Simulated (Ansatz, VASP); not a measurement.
# TaN: VASP beside Ansatz

Contents of INCAR:

```
ALGO = Normal
EDIFF = 1E-6
ENCUT = 520
GGA = PS
ISIF = 2
ISMEAR = 0
ISPIN = 2
LASPH = True
LCHARG = False
LDAU = True
LDAUJ = 0 0
LDAUL = 2 -1
LDAUPRINT = 1
LDAUTYPE = 2
LDAUU = 6 0
LMAXMIX = 4
LORBIT = 11
LREAL = False
LWAVE = False
MAGMOM = 0.03 0.03 -0.01 -0.01
NBANDS = 28
NELM = 150
PREC = Accurate
SIGMA = 0.05
```

KPOINTS

```
k-points
0
Gamma
  7 7 4
```

Contents of POSCAR:

```
TaN
1.0
    3.0500020400      0.0000000000      0.0000000000
   -1.5250010200      2.6413792500      0.0000000000
    0.0000000000      0.0000000000      4.9400015300
Ta N
2 2
Direct
    0.3333333333      0.6666666667      0.0000000000
    0.6666666667      0.3333333333      0.5000000000
    0.3333333333      0.6666666667      0.3850000000
    0.6666666667      0.3333333333      0.8850000000
```

Input for Ansatz:

```yaml
crystal:
  lattice:
    - [3.05000204, 0.0, 0.0]
    - [-1.52500102, 2.64137925, 0.0]
    - [0.0, 0.0, 4.94000153]
  atoms:
    - { symbol: Ta, position: [0.3333333333, 0.6666666667, 0.0], spin: 2.0 }
    - { symbol: Ta, position: [0.6666666667, 0.3333333333, 0.5], spin: 2.0 }
    - { symbol: "N", position: [0.3333333333, 0.6666666667, 0.385] }
    - { symbol: "N", position: [0.6666666667, 0.3333333333, 0.885] }
basis:
  ecutwfc: 420
  ecutrho_ratio: 4
kpoints:
  mp_grid: { grid: [7, 7, 4] }
hamiltonian:
  xc: pbesol
  hubbard:
    sites:
      - { site: 0, l: d, u_eff: 6.0, starting_ns: [{ spin: up, occupation_matrix: s0up }, { spin: down, occupation_matrix: s0down }] }
      - { site: 1, l: d, u_eff: 6.0, starting_ns: [{ spin: up, occupation_matrix: s1up }, { spin: down, occupation_matrix: s1down }] }
    occupation_matrices:
      s0up:
        matrix:
          - [0.02, 0.0, 0.0, 0.0, 0.0]
          - [0.0, 0.28994, 0.0, 0.0, -0.42846]
          - [0.0, 0.0, 0.28994, -0.42846, 0.0]
          - [0.0, 0.0, -0.42846, 0.70006, 0.0]
          - [0.0, -0.42846, 0.0, 0.0, 0.70006]
      s0down:
        matrix:
          - [0.02, 0.0, 0.0, 0.0, 0.0]
          - [0.0, 0.02, 0.0, 0.0, 0.0]
          - [0.0, 0.0, 0.02, 0.0, 0.0]
          - [0.0, 0.0, 0.0, 0.02, 0.0]
          - [0.0, 0.0, 0.0, 0.0, 0.02]
      s1up:
        matrix:
          - [0.02, 0.0, 0.0, 0.0, 0.0]
          - [0.0, 0.28994, 0.0, 0.0, 0.42846]
          - [0.0, 0.0, 0.28994, 0.42846, 0.0]
          - [0.0, 0.0, 0.42846, 0.70006, 0.0]
          - [0.0, 0.42846, 0.0, 0.0, 0.70006]
      s1down:
        matrix:
          - [0.02, 0.0, 0.0, 0.0, 0.0]
          - [0.0, 0.02, 0.0, 0.0, 0.0]
          - [0.0, 0.0, 0.02, 0.0, 0.0]
          - [0.0, 0.0, 0.0, 0.02, 0.0]
          - [0.0, 0.0, 0.0, 0.0, 0.02]
    ns_hold: { iters: 10 }
scf:
  occupations: { method: gaussian, width: 0.05 }
  lower_state_search: "off"
  max_iter: 150
output:
  forces: true
  stress: true
  eigenvalues: true
  populations: true
  hubbard: { sites: [{ site: 0, l: d }, { site: 1, l: d }] }
  write_density: true
  write_potential: true
  elf: true
  volumetric_format: npy
magnetization:
  spin_polarized: true
```

Alike in both runs: task single point; functional PBEsol; k mesh 7 × 7 × 4; occupations gaussian, width 0.05 eV; collinear spin; Hubbard terms Ta d U = 6.0 eV.

|  | VASP | Ansatz |
| --- | --- | --- |
| version | VASP 6.6.1 | Ansatz 0.2.0 |
| potentials or method | VASP PAW PBE potentials, release 64 (Ta_pv, N), cutoff 520 eV | scalar-relativistic, plane waves, PAW |
| valence electrons in the cell | 32 | 36 |

```csv
,VASP,Ansatz,Ansatz less VASP
gap on the k mesh at the Fermi level (eV),none,none,-
rms of the force components (eV/Å),1.394,1.297,-0.0966
net moment per atom (μB),0.00,0.04,+0.042
```

VASP's potentials were made for PBE, not for PBEsol. The programs project onto different local orbitals, so the same U acts differently, and such runs can settle in different states. Atom by atom the forces differ by 0.097 eV/Å (rms over components). A gap of «none» marks a metal or a gap that the smearing closes. VASP's potentials hold 32 valence electrons a cell and Ansatz's 36, so a difference there can come from the potentials and not from the codes. Ansatz's warnings: filled band counts differ across k points, seeded moment not kept, specified occupation not kept.

Neither program's run includes spin-orbit coupling.
